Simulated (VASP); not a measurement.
Input of a VASP 6.6.1 run:

INCAR

```
PREC     = Accurate       # precision mode
ENCUT    = 520            # plane-wave cutoff, eV
EDIFF    = 1E-6           # SCF threshold, eV
ISMEAR   = 0              # smearing method
SIGMA    = 0.05           # smearing width, eV
LREAL    = F              # projectors in reciprocal space
LASPH    = T              # aspherical terms in the spheres
NELM     = 80             # most SCF steps
ALGO     = Normal         # electronic algorithm
ISIF     = 2              # what is computed and relaxed
LWAVE    = F              # write WAVECAR
LCHARG   = F              # write CHGCAR
GGA      = PE             # functional
NBANDS   = 26             # bands
```

KPOINTS

```
regular mesh
0
Gamma
  12 12 4
```

POSCAR

```
SiC
1.0
    2.8775000000      0.0000000000      0.0000000000
   -1.4387500000      2.4919880994      0.0000000000
    0.0000000000      0.0000000000     10.6694000000
Si C
4 4
Direct
    0.6666666667      0.3333333333      0.9378436843
    0.3333333333      0.6666666667      0.4378436843
    0.0000000000      0.0000000000      0.6878989045
    0.0000000000      0.0000000000      0.1878989045
    0.6666666667      0.3333333333      0.7498087506
    0.3333333333      0.6666666667      0.2498087506
    0.0000000000      0.0000000000      0.5004476606
    0.0000000000      0.0000000000      0.0004476606
```

Potentials or basis: VASP PAW PBE potentials, release 64 (Si, C).

Command:

```sh
$ cat potpaw_PBE.64/Si/POTCAR potpaw_PBE.64/C/POTCAR > POTCAR
$ mpirun -np 1 vasp_std > vasp.out
```

(1) Predict the pressure.

(2) Predict the band gap on the k mesh.

(3) Predict the largest force.

Results:

(1) 29.2 GPa.

(2) 1.41 eV, indirect (least direct gap 2.93 eV).

(3) 1.187 eV/Å.

Caveat: forces of over 1 eV/Å act on the atoms, so gaps and moduli don't describe the material at rest.
